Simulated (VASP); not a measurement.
A run of VASP 6.6.1:

POSCAR

```
CdS
1.0
    0.0000000000      2.7755858444      2.7267765442
    2.7755858444      0.0000000000      2.7267765442
    2.7755858444      2.7755858444      0.0000000000
Cd S
1 1
Direct
    0.0000000000      0.0000000000      0.0000000000
    0.5000000000      0.5000000000      0.5000000000
```

INCAR.step1

```
PREC     = Accurate       # precision mode
ENCUT    = 520            # plane-wave cutoff, eV
ISMEAR   = 0              # smearing method
SIGMA    = 0.01           # smearing width, eV
LREAL    = F              # projectors in reciprocal space
LASPH    = T              # aspherical terms in the spheres
NELM     = 60             # most SCF steps
NBANDS   = 16             # bands
GGA      = PE             # functional
ALGO     = Normal         # electronic algorithm
EDIFF    = 1E-4           # SCF threshold, eV
LWAVE    = T              # write WAVECAR
LCHARG   = F              # write CHGCAR
```

File INCAR.step2:

```
PREC     = Accurate       # precision mode
ENCUT    = 520            # plane-wave cutoff, eV
EDIFF    = 1E-6           # SCF threshold, eV
ISMEAR   = 0              # smearing method
SIGMA    = 0.01           # smearing width, eV
LREAL    = F              # projectors in reciprocal space
LASPH    = T              # aspherical terms in the spheres
NELM     = 60             # most SCF steps
ALGO     = Normal         # electronic algorithm
ISIF     = 2              # what is computed and relaxed
LWAVE    = F              # write WAVECAR
LCHARG   = F              # write CHGCAR
METAGGA  = R2SCAN         # meta-GGA
LMIXTAU  = T            
NBANDS   = 16             # bands
ISTART   = 1
```

Contents of KPOINTS:

```
Automatic mesh
0
Gamma
  8 8 8
```

Potentials or basis: VASP PAW PBE potentials, release 64 (Cd, S).

Launch:

```sh
$ cat potpaw_PBE.64/Cd/POTCAR potpaw_PBE.64/S/POTCAR > POTCAR
$ cp INCAR.step1 INCAR
$ mpirun -np 1 vasp_std > vasp.out
$ cp INCAR.step2 INCAR
$ mpirun -np 1 vasp_std > vasp.out
```

Hardware: 1 thread of Intel(R) Xeon(R) 6975P-C (Granite Rapids) (shared host).

**Question.** Estimate the wall time of this run.

**Answer.** Wall time 75 s on 1 thread of Intel(R) Xeon(R) 6975P-C (Granite Rapids) (shared host), peak memory 0.19 GiB. Counts: k points 59.
